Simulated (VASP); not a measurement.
# MoS2 (P-3m1) in VASP: further runs

Runs on MoS2. Level: PBEsol+U. Tasks: single point.

All numbers are computed with VASP 6.6.1; they aren't measurements. Logs are shortened: lines on timing, memory, paths and dates and some standing lists are left out, and cuts for length are marked.

## (1) The cell of the first run

The structure is trigonal, space group P-3m1 (No. 164). Conventional cell: a = 3.227 Å, b = 3.227 Å, c = 6.312 Å, α = 90.00°, β = 90.00°, γ = 120.00°. Within 3.2 Å of Mo (site symmetry -3m) lie 6 S at 2.42 Å. S (site symmetry 3m) has 3 Mo at 2.42 Å within 3.2 Å.

## (2) Single point, PBEsol+U

INCAR reads:

```
PREC = Accurate ; ENCUT = 520
EDIFF = 1E-6 ; ISMEAR = -1
SIGMA = 0.05 ; LREAL = F
LASPH = T ; NELM = 150
ALGO = Normal ; ISIF = 2
LWAVE = F ; LCHARG = F
LMAXMIX = 4 ; LDAU = T
LDAUTYPE = 2 ; LDAUL = 2 -1
LDAUU = 3 0 ; LDAUJ = 0 0
LDAUPRINT = 1 ; GGA = PS
NBANDS = 20
```

KPOINTS reads:

```
regular mesh
0
Gamma
  9 9 4
```

POSCAR reads:

```
MoS2
1.0
    3.2274645616      0.0000000000      0.0000000000
   -1.6137322808      2.7950663001      0.0000000000
    0.0000000000      0.0000000000      6.3124734200
Mo S
1 2
Direct
    0.0000000000      0.0000000000      0.5000000000
    0.6666666667      0.3333333333      0.7446806800
    0.3333333333      0.6666666667      0.2553193200
```

Potentials or basis: VASP PAW PBE potentials, release 64 (Mo_sv, S).

The run is started by

```
$ cat potpaw_PBE.64/Mo_sv/POTCAR potpaw_PBE.64/S/POTCAR > POTCAR
$ mpirun -np 1 vasp_std > vasp.out
```

OUTCAR:

```text
PREC = Accurate
   ENCUT = 520
   EDIFF = 1E-6
   ISMEAR = -1
   LREAL = F
   LASPH = T
   NELM = 150
   ISIF = 2
   GGA = PS

 ion  position               nearest neighbor table
   1  0.000  0.000  0.500-   2 2.42   3 2.42   3 2.42   2 2.42   2 2.42   3 2.42
   2  0.667  0.333  0.745-   1 2.42   1 2.42   1 2.42
   3  0.333  0.667  0.255-   1 2.42   1 2.42   1 2.42

  LATTYP: Found a hexagonal cell.
 ALAT       =     3.2274645616
 C/A-ratio  =     1.9558614199

  Lattice vectors:

 A1 = (   3.2274645616,   0.0000000000,   0.0000000000)
 A2 = (  -1.6137322808,   2.7950663001,   0.0000000000)
 A3 = (   0.0000000000,   0.0000000000,   6.3124734200)

Analysis of symmetry for initial positions (statically):
=====================================================================
 Subroutine PRICEL returns:
 Original cell was already a primitive cell.

 Routine SETGRP: Setting up the symmetry group for a
 hexagonal supercell.

 Subroutine GETGRP returns: Found 12 space group operations
 (whereof 12 operations were pure point group operations)
 out of a pool of 24 trial point group operations.

The static configuration has the point symmetry D_3d.

Analysis of symmetry for dynamics (positions and initial velocities):
=====================================================================
 Subroutine PRICEL returns:
 Original cell was already a primitive cell.

 Routine SETGRP: Setting up the symmetry group for a
 hexagonal supercell.

 Subroutine GETGRP returns: Found 12 space group operations
 (whereof 12 operations were pure point group operations)
 out of a pool of 24 trial point group operations.

The dynamic configuration has the point symmetry D_3d.

 Subroutine INISYM returns: Found 12 space group operations
 (whereof 12 operations are pure point group operations),
 and found     1 'primitive' translations

----------------------------------------------------------------------------------------

                                     Primitive cell

  volume of cell :      56.9447

  direct lattice vectors                    reciprocal lattice vectors
     3.227464562  0.000000000  0.000000000     0.309840737  0.178886633  0.000000000
    -1.613732281  2.795066300  0.000000000     0.000000000  0.357773266  0.000000000
     0.000000000  0.000000000  6.312473420     0.000000000  0.000000000  0.158416509

  length of vectors
     3.227464562  3.227464562  6.312473420     0.357773266  0.357773266  0.158416509

  position of ions in fractional coordinates (direct lattice)
     0.000000000  0.000000000  0.500000000
     0.666666667  0.333333333  0.744680680
     0.333333333  0.666666667  0.255319320

  ion indices of the primitive-cell ions
   primitive index   ion index
                 1           1
                 2           2
                 3           3

----------------------------------------------------------------------------------------

 KPOINTS: regular mesh

Automatic generation of k-mesh.
 Grid dimensions read from file:
 generate k-points for:    9    9    4

 Generating k-lattice:

  Cartesian coordinates                     Fractional coordinates (reciprocal lattice)
     0.034426749  0.019876293  0.000000000     0.111111111  0.000000000  0.000000000
     0.000000000  0.039752585  0.000000000     0.000000000  0.111111111  0.000000000
     0.000000000  0.000000000  0.039604127     0.000000000  0.000000000  0.250000000

  Length of vectors
     0.039752585  0.039752585  0.039604127

  Shift w.r.t. Gamma in fractional coordinates (k-lattice)
     0.000000000  0.000000000  0.000000000

 Subroutine IBZKPT returns following result:
 ===========================================

 Found     43 irreducible k-points:

 Following reciprocal coordinates:
            Coordinates               Weight
  0.000000  0.000000  0.000000      1.000000
  0.111111  0.000000  0.000000      6.000000
  0.222222  0.000000  0.000000      6.000000
  0.333333  0.000000  0.000000      6.000000
  0.444444  0.000000  0.000000      6.000000
  0.111111  0.111111  0.000000      6.000000
[... 16 lines left out ...]
  0.222222  0.111111  0.250000     12.000000
 -0.111111  0.333333  0.250000     12.000000
 [... further k-points ...]
   k-points           NKPTS =     43   k-points in BZ     NKDIM =     43   number of bands    NBANDS=     20
   number of dos      NEDOS =    301   number of ions     NIONS =      3
   total plane-waves  NPLWV =  27648
   dimension x,y,z NGX =    24 NGY =   24 NGZ =   48
   dimension x,y,z NGXF=    48 NGYF=   48 NGZF=   96
   ions per type =               1   2
   NGX,Y,Z   is equivalent  to a cutoff of  12.36, 12.36, 12.64 a.u.
   NGXF,Y,Z  is equivalent  to a cutoff of  24.72, 24.72, 25.28 a.u.
 SYSTEM =  unknown system
   PREC   = accura    normal or accurate (medium, high low for compatibility)
   ISTART =      0    job   : 0-new  1-cont  2-samecut
   ICHARG =      2    charge: 1-file 2-atom 10-const
   ISPIN  =      1    spin polarized calculation?
   LNONCOLLINEAR =      F non collinear calculations
   LSORBIT =      F    spin-orbit coupling
   LASPH  =      T    aspherical Exc in radial PAW
   ENCUT  =  520.0 eV  38.22 Ry    6.18 a.u.   6.00  6.00 11.74*2*pi/ulx,y,z
   NELM   =    150;   NELMIN=  2; NELMDL= -5     # of ELM steps
   EDIFF  = 0.1E-05   stopping-criterion for ELM
   LREAL  =      F    real-space projection
   EDIFFG = 0.1E-04   stopping-criterion for IOM
   NSW    =      0    number of steps for IOM
   IBRION =     -1    ionic relax: 0-MD 1-quasi-New 2-CG
   NFREE  =      0    steps in history (QN), initial steepest desc. (CG)
   ISIF   =      2    stress and relaxation
   ISYM   =      2    0-nonsym 1-usesym 2-fastsym
   POTIM  = 0.5000    time-step for ionic-motion
   TEBEG  =    0.0;   TEEND  =   0.0 temperature during run
   PSTRESS=    0.0 pullay stress
   NELECT =      26.0000    total number of electrons
   NUPDOWN=      -1.0000    fix difference up-down
   EMIN   =  10.00;   EMAX   =-10.00  energy-range for DOS
   EFERMI =   0.00;   METHOD = LEGACY
   ISMEAR =    -1;   SIGMA  =   0.05  broadening in eV -4-tet -1-fermi 0-gaus
   EFERMI_NEDOS =   21; number of points for ismear=-14 and -15
   IALGO  =     38    algorithm
   IMIX   =      4    mixing-type and parameters
     AMIX     =   0.40;   BMIX     =  1.00
     AMIX_MAG =   1.60;   BMIX_MAG =  1.00
  volume/ion in A,a.u.               =      18.98       128.09
  Fermi-wavevector in a.u.,A,eV,Ry     =   1.260612  2.382212 21.621610  1.589144
  Thomas-Fermi vector in A             =   2.394113
   LORBIT       =      0    0 simple, 1 ext, 2 COOP (PROOUT), +10 PAW based schemes
 LDA+U is selected, type is set to LDAUTYPE =  2
   angular momentum for each species LDAUL =     2   -1
   U (eV)           for each species LDAUU =   3.0  0.0
   J (eV)           for each species LDAUJ =   0.0  0.0
   GGA     = PS    functional components
   LHFCALC =     F    Hartree Fock is set to
   AEXX    =    0.0000 exact exchange contribution
   IVDW    =     0    specifies the selected vdW correction
   LEPSILON=     F    determine dielectric tensor
   LRPA    =     F    only Hartree local field effects (RPA)
 non-spin polarized calculation
  energy-cutoff  :      520.00
  volume of cell :       56.94
 maximum number of plane-waves:      1557
   NGX = 13   NGY = 13   NGZ = 23

atom =   1  type =  1  l = 2

 onsite density matrix

spin component  1

  0.3529 -0.0000  0.0000 -0.0131 -0.0000
 -0.0000  0.4191  0.0000 -0.0000 -0.0131
  0.0000  0.0000  0.3947  0.0000 -0.0000
 -0.0131 -0.0000  0.0000  0.4191  0.0000
 -0.0000 -0.0131 -0.0000  0.0000  0.3529

spin component  2

  0.3529 -0.0000  0.0000 -0.0131 -0.0000
 -0.0000  0.4191  0.0000 -0.0000 -0.0131
  0.0000  0.0000  0.3947  0.0000 -0.0000
 -0.0131 -0.0000  0.0000  0.4191  0.0000
 -0.0000 -0.0131 -0.0000  0.0000  0.3529

 occupancies and eigenvectors

  o =  0.3504  v =  0.0001  0.1879  0.0000  0.0000  0.9822  0.0000  0.0000  0.0000  0.0000  0.0000      0.0000  0.0000  0.0000  0.0000  0.0000  0.0000  0.0000  0.0000  0.0000  0.0000
  o =  0.3504  v =  0.0000  0.0000  0.0000  0.0000  0.0000  0.0001  0.1879  0.0000  0.0000  0.9822      0.0000  0.0000  0.0000  0.0000  0.0000  0.0000  0.0000  0.0000  0.0000  0.0000
  o =  0.3504  v =  0.9822 -0.0000 -0.0000  0.1879 -0.0001  0.0000  0.0000  0.0000  0.0000  0.0000      0.0000  0.0000  0.0000  0.0000  0.0000  0.0000  0.0000  0.0000  0.0000  0.0000
  o =  0.3504  v =  0.0000  0.0000  0.0000  0.0000  0.0000  0.9822 -0.0000 -0.0000  0.1879 -0.0001      0.0000  0.0000  0.0000  0.0000  0.0000  0.0000  0.0000  0.0000  0.0000  0.0000
  o =  0.3947  v = -0.0000  0.0000 -1.0000  0.0000  0.0000  0.0000  0.0000  0.0000  0.0000  0.0000      0.0000  0.0000  0.0000  0.0000  0.0000  0.0000  0.0000  0.0000  0.0000  0.0000
  o =  0.3947  v =  0.0000  0.0000  0.0000  0.0000  0.0000 -0.0000  0.0000 -1.0000  0.0000  0.0000      0.0000  0.0000  0.0000  0.0000  0.0000  0.0000  0.0000  0.0000  0.0000  0.0000
  o =  0.4216  v =  0.0000  0.0000  0.0000  0.0000  0.0000 -0.0000 -0.9822 -0.0000  0.0000  0.1879      0.0000  0.0000  0.0000  0.0000  0.0000  0.0000  0.0000  0.0000  0.0000  0.0000
  o =  0.4216  v = -0.0000 -0.9822 -0.0000  0.0000  0.1879  0.0000  0.0000  0.0000  0.0000  0.0000      0.0000  0.0000  0.0000  0.0000  0.0000  0.0000  0.0000  0.0000  0.0000  0.0000
  o =  0.4216  v =  0.0000  0.0000  0.0000  0.0000  0.0000  0.1879 -0.0000 -0.0000 -0.9822  0.0000      0.0000  0.0000  0.0000  0.0000  0.0000  0.0000  0.0000  0.0000  0.0000  0.0000
  o =  0.4216  v =  0.1879 -0.0000 -0.0000 -0.9822  0.0000  0.0000  0.0000  0.0000  0.0000  0.0000      0.0000  0.0000  0.0000  0.0000  0.0000  0.0000  0.0000  0.0000  0.0000  0.0000

 number of electron      26.0000001 magnetization

 Free energy of the ion-electron system (eV)
  ---------------------------------------------------
  ext. energy  EPLUGINS =         0.00000000
  ---------------------------------------------------
  free energy    TOTEN  =       -19.01513887 eV

  energy without entropy =      -19.00639804  energy(sigma->0) =      -19.01076845

 E-fermi :   6.9071     XC(G=0): -10.6273

 val. band max:        6.9060186911   @ k =   0.3333   0.2222   0.0000
 cond. band min:       7.0760106855   @ k =  -0.1111   0.3333   0.2500
 fundamental gap:      0.1699919944
 Fermi energy:         6.9070790678

 k-point     1 :       0.0000    0.0000    0.0000
  band No.  band energies     occupation
      1     -55.0860      2.00000
      2     -29.1227      2.00000
      3     -29.1227      2.00000
      4     -29.1107      2.00000
      5      -7.9694      2.00000
      6      -6.4917      2.00000
[... 12 lines left out ...]
     19      12.9181      0.00000
[... 513 lines left out ...]
      4     -29.0693      2.00000
      5      -6.7489      2.00000
      6      -6.3408      2.00000
[... 12 lines left out ...]
     19      15.0194      0.00000
     20      15.2562      0.00000

 [... further k-points ...]
[... 5 lines left out ...]
  --------------------------------------------------------------------------------------
  -------------------------------------------------------------------------------------
  Total       -1.0257791     -1.0257791      0.1201037      0.0000000      0.0000000      0.0000000
  in kB      -28.8609925    -28.8609925      3.3791995      0.0000000      0.0000000      0.0000000
  external PRESSURE =     -18.1142618 kB  Pullay stress =       0.0000000 kB

 VOLUME and BASIS-vectors are now :
 -----------------------------------------------------------------------------
  energy-cutoff  :      520.00
  volume of cell :       56.94
      direct lattice vectors                 reciprocal lattice vectors
     3.227464562  0.000000000  0.000000000     0.309840737  0.178886633  0.000000000
    -1.613732281  2.795066300  0.000000000     0.000000000  0.357773266  0.000000000
     0.000000000  0.000000000  6.312473420     0.000000000  0.000000000  0.158416509

 POSITION                                       TOTAL-FORCE (eV/Angst)
 -----------------------------------------------------------------------------------
      0.00000      0.00000      3.15624         0.000000     -0.000000      0.000000
      1.61373      0.93169      4.70078         0.000000      0.000000      0.162635
     -0.00000      1.86338      1.61170        -0.000000     -0.000000     -0.162635
 -----------------------------------------------------------------------------------
    total drift:                                0.000000     -0.000000      0.000000

  FREE ENERGIE OF THE ION-ELECTRON SYSTEM (eV)
  ---------------------------------------------------
  free  energy   TOTEN  =       -19.0151388671 eV

  energy  without entropy=      -19.0063980412  energy(sigma->0) =      -19.01076845
```

Run time: 23 s. Hardware: 1 thread of Intel Xeon Platinum 8488C (Sapphire Rapids), shared host; peak memory 0.19 GiB.

What came out:

| Quantity | Value |
| --- | --- |
| Free energy | -19.0151 eV |
| Pressure | -1.8 GPa |
| Largest force | 0.163 eV/Å |
| Band gap on the k mesh | zero (band 13 reaches 7.55 eV, above the bottom of band 14 at 6.50 eV) |

Forces in eV/Å, atoms in the order of the input:
```
Mo   0.000  0.000  0.000
S    0.000  0.000  0.163
S    0.000  0.000 -0.163
```

Stress tensor (GPa, compression positive):
```
-2.89  0.00  0.00
 0.00 -2.89  0.00
 0.00  0.00  0.34
```

Eigenvalues of the final occupation matrices:
```tsv
site	spin	trace	eigenvalues
site 1 d	1	1.94	0.35 0.35 0.39 0.42 0.42
site 1 d	2	1.94	0.35 0.35 0.39 0.42 0.42
```

Caveat: the PAW data sets were made with another functional, which shifts forces and pressure a little; this functional lacks dispersion, which binds the layers, so the pressure and a relaxed spacing across them are unreliable; U without spin polarisation on a metal has little footing.

## (3) Single point, PBEsol+U

INCAR reads:

```
SYSTEM = MoS2
PREC = Accurate ; ENCUT = 520
EDIFF = 1E-6 ; ISMEAR = -1
SIGMA = 0.05 ; LREAL = .FALSE.
LASPH = .TRUE. ; NELM = 150
ALGO = Normal ; ISIF = 2
LWAVE = .FALSE. ; LCHARG = .FALSE.
LMAXMIX = 4 ; LDAU = .TRUE.
LDAUTYPE = 2 ; LDAUL = 2 -1
LDAUU = 4 0 ; LDAUJ = 0 0
LDAUPRINT = 1 ; GGA = PS
NBANDS = 20
```

KPOINTS reads:

```
regular mesh
0
G
  9 9 4
  0 0 0
```

POSCAR is that of step 2.

Potentials or basis: VASP PAW PBE potentials, release 64 (Mo_sv, S).

The run is started by

```
$ cat potpaw_PBE.64/Mo_sv/POTCAR potpaw_PBE.64/S/POTCAR > POTCAR
$ mpirun -np 1 vasp_std > vasp.out
```

It took 25 s on 1 thread of Intel Xeon Platinum 8488C (Sapphire Rapids), shared host; peak memory 0.19 GiB.

It converged, with:

```yaml
Free_energy: -17.8352 eV
Pressure: -1.2 GPa
Largest_force: 0.209 eV/Å
Band_gap_on_the_k_mesh: zero (band 13 reaches 7.58 eV, above the bottom of band 14 at 6.51 eV)
```

Forces in eV/Å, atoms in the order of the input:
```
Mo   0.000  0.000  0.000
S    0.000  0.000  0.209
S    0.000  0.000 -0.209
```

Stress tensor (GPa, compression positive):
```
-2.22  0.00  0.00
 0.00 -2.22  0.00
 0.00  0.00  0.77
```

Levels at points of the mesh, in eV from the Fermi level:
| k point | band 9 | band 10 | band 11 | band 12 | band 13 | band 14 | band 15 | band 16 | band 17 | band 18 |
| --- | --- | --- | --- | --- | --- | --- | --- | --- | --- | --- |
| (0.00, 0.00, 0.00) | -3.94 | -1.89 | -1.05 | -0.97 | -0.97 | -0.36 | -0.36 | 3.24 | 3.24 | 5.87 |
| (0.00, 0.00, 0.50) | -3.93 | -3.67 | -0.97 | -0.97 | -0.42 | -0.42 | -0.04 | 3.40 | 3.40 | 5.84 |

Eigenvalues of the final occupation matrices:
```tsv
site	spin	trace	eigenvalues
site 1 d	1	1.93	0.34 0.34 0.39 0.42 0.42
site 1 d	2	1.93	0.34 0.34 0.39 0.42 0.42
```

Caveat: the PAW data sets were made with another functional, which shifts forces and pressure a little; this functional lacks dispersion, which binds the layers, so the pressure and a relaxed spacing across them are unreliable; U without spin polarisation on a metal has little footing.

## (4) Single point, PBEsol+U

INCAR reads:

```
SYSTEM = MoS2
PREC = Accurate
ENCUT = 520
EDIFF = 1E-7
ISMEAR = -1
SIGMA = 0.05
LREAL = .FALSE.
LASPH = .TRUE.
NELM = 150
ALGO = Normal
ISIF = 2
LWAVE = .FALSE.
LCHARG = .FALSE.
LMAXMIX = 4
LDAU = .TRUE.
LDAUTYPE = 2
LDAUL = 2 -1
LDAUU = 5 0
LDAUJ = 0 0
LDAUPRINT = 1
GGA = PS
NBANDS = 20
```

KPOINTS reads:

```
Automatic mesh
0
G
  9 9 4
  0 0 0
```

POSCAR is that of step 3.

The run is started by

```
$ cat potpaw_PBE.64/Mo_sv/POTCAR potpaw_PBE.64/S/POTCAR > POTCAR
$ mpirun -np 1 vasp_std > vasp.out
```

It took 40 s on 1 thread of Intel Xeon Platinum 8488C (Sapphire Rapids), shared host; peak memory 0.19 GiB.

Results (log left out):

```yaml
Free_energy: -16.6592 eV
Pressure: -0.6 GPa
Largest_force: 0.257 eV/Å
Band_gap_on_the_k_mesh: zero (band 13 reaches 7.62 eV, above the bottom of band 14 at 6.53 eV)
```

Forces on the atoms (eV/Å):
```
Mo   0.000  0.000  0.000
S    0.000  0.000  0.257
S    0.000  0.000 -0.257
```

Stress tensor (GPa, compression positive):
```
-1.52  0.00  0.00
 0.00 -1.52  0.00
 0.00  0.00  1.19
```

Levels at points of the mesh, in eV from the Fermi level:
| k point | band 9 | band 10 | band 11 | band 12 | band 13 | band 14 | band 15 | band 16 | band 17 | band 18 |
| --- | --- | --- | --- | --- | --- | --- | --- | --- | --- | --- |
| (0.00, 0.00, 0.00) | -3.91 | -1.92 | -1.04 | -0.98 | -0.98 | -0.37 | -0.37 | 3.25 | 3.25 | 5.84 |
| (0.00, 0.00, 0.50) | -3.90 | -3.69 | -0.99 | -0.99 | -0.44 | -0.44 | -0.03 | 3.41 | 3.41 | 5.80 |

Eigenvalues of the final occupation matrices:
| site | spin | trace | eigenvalues |
| --- | --- | --- | --- |
| site 1 d | 1 | 1.91 | 0.34 0.34 0.39 0.42 0.42 |
| site 1 d | 2 | 1.91 | 0.34 0.34 0.39 0.42 0.42 |

Caveat: the PAW data sets were made with another functional, which shifts forces and pressure a little; this functional lacks dispersion, which binds the layers, so the pressure and a relaxed spacing across them are unreliable; U without spin polarisation on a metal has little footing.

## (5) Overview

```csv
U,gap on the mesh (eV),pressure (GPa),largest force (eV/Å)
Mo d U = 3.0 eV,none,-1.8,0.16
Mo d U = 4.0 eV,none,-1.2,0.21
Mo d U = 5.0 eV,none,-0.6,0.26
```

Alike in all rows: task single point; level PBEsol+U; potentials or basis VASP PAW PBE potentials, release 64 (Mo_sv, S); no spin polarisation; cell as given; k mesh 9 × 9 × 4; cutoff (eV) 520; smearing fermi-dirac 0.05 eV.

Every run on the cell as given and a fine mesh finds a metal.

Caveats: the PAW data sets were made with another functional, which shifts forces and pressure a little; this functional lacks dispersion, which binds the layers, so the pressure and a relaxed spacing across them are unreliable; U without spin polarisation on a metal has little footing.

Absolute energies hang on the potentials; compare differences alone.
